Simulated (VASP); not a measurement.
A run of VASP 6.6.1:

File INCAR:

```
PREC = Accurate
ENCUT = 520
EDIFF = 1E-6
ISMEAR = -1
SIGMA = 0.1
LREAL = False
LASPH = True
NELM = 100
ALGO = Normal
ISIF = 2
LWAVE = False
LCHARG = False
GGA = PS
NBANDS = 20
```

The input KPOINTS:

```
Automatic mesh
0
Gamma
  11 11 15
```

File POSCAR:

```
Ir
1.0
    4.4469108331      0.0000000000      0.0000000000
   -2.2234554165      3.8511377499      0.0000000000
    0.0000000000      0.0000000000      2.7429104363
Ir
3
Direct
    0.0000000000      0.0000000000      0.0000000000
    0.3333333333      0.6666666667      0.5000000000
    0.6666666667      0.3333333333      0.5000000000
```

Potentials or basis: VASP PAW PBE potentials, release 64 (Ir).

The run is started by

```sh
$ cat potpaw_PBE.64/Ir/POTCAR > POTCAR
$ mpirun -np 1 vasp_std > vasp.out
```

Hardware: 1 thread of Intel(R) Xeon(R) 6975P-C (Granite Rapids) (shared host).

Question: How long does it take, and how much memory?

Answer: It took 38 s on 1 thread of Intel(R) Xeon(R) 6975P-C (Granite Rapids), with other jobs on the host, peak memory 0.23 GiB. Counts: scf iterations 12, k points 128.
